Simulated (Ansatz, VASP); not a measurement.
AlB3P4 in VASP and in Ansatz

The input INCAR:

```
ALGO     = Normal         # electronic algorithm
EDIFF    = 1E-7           # SCF threshold, eV
ENCUT    = 520            # plane-wave cutoff, eV
GGA      = PE             # functional
ISIF     = 2              # what is computed and relaxed
ISMEAR   = 0              # smearing method
LASPH    = T              # aspherical terms in the spheres
LCHARG   = F              # write CHGCAR
LREAL    = F              # projectors in reciprocal space
LWAVE    = F              # write WAVECAR
NBANDS   = 26             # bands
NELM     = 80             # most SCF steps
PREC     = Accurate       # precision mode
SIGMA    = 0.1            # smearing width, eV
```

KPOINTS

```
k-points
0
Gamma
  6 4 4
```

File POSCAR:

```
AlB3P4
1.0
    3.4771288400      0.0000000000      0.0000000000
    0.0000000000      6.9542576700      0.0000000000
    0.0000000000      0.0000000000      4.9174027600
Al B P
1 3 4
Direct
    0.5000000000      0.0000000000      0.5000000000
    0.0000000000      0.7500000000      0.0000000000
    0.5000000000      0.5000000000      0.5000000000
    0.0000000000      0.2500000000      0.0000000000
    0.5000000000      0.7500000000      0.7500000000
    0.0000000000      0.5000000000      0.2500000000
    0.5000000000      0.2500000000      0.7500000000
    0.0000000000      0.0000000000      0.2500000000
```

Input for Ansatz:

```yaml
crystal:
  lattice:
    - [3.47712884, 0.0, 0.0]
    - [0.0, 6.95425767, 0.0]
    - [0.0, 0.0, 4.91740276]
  atoms:
    - { symbol: Al, position: [0.5, 0.0, 0.5] }
    - { symbol: B, position: [0.0, 0.75, 0.0] }
    - { symbol: B, position: [0.5, 0.5, 0.5] }
    - { symbol: B, position: [0.0, 0.25, 0.0] }
    - { symbol: P, position: [0.5, 0.75, 0.75] }
    - { symbol: P, position: [0.0, 0.5, 0.25] }
    - { symbol: P, position: [0.5, 0.25, 0.75] }
    - { symbol: P, position: [0.0, 0.0, 0.25] }
basis:
  ecutwfc: 420
kpoints:
  mp_grid: { grid: [6, 4, 4] }
hamiltonian:
  xc: pbe
scf:
  occupations: { method: gaussian, width: 0.1 }
  lower_state_search: "off"
output:
  forces: true
  stress: true
  eigenvalues: true
```

Alike in both runs: task single point; functional PBE; k mesh 6 × 4 × 4; occupations gaussian, width 0.1 eV; no spin polarisation.

```csv
,VASP,Ansatz
version,VASP 6.6.1,Ansatz 0.2.0
potentials or method,"VASP PAW PBE potentials, release 64 (Al, B, P), cutoff 520 eV","scalar-relativistic, plane waves, PAW"
valence electrons in the cell,32,32
```

```csv
,VASP,Ansatz,Ansatz less VASP
gap on the k mesh at the Fermi level (eV),1.09,1.09,+0.003
least direct gap on the mesh (eV),1.53,1.53,+0.002
pressure (GPa),-3.1,-3.0,+0.13
"traceless stress, the component that is largest in VASP (GPa)",-0.36,-0.37,-0.002
rms of the force components (eV/Å),1.719,1.722,+0.0026
```

Atom by atom the forces differ by 0.003 eV/Å (rms over components).
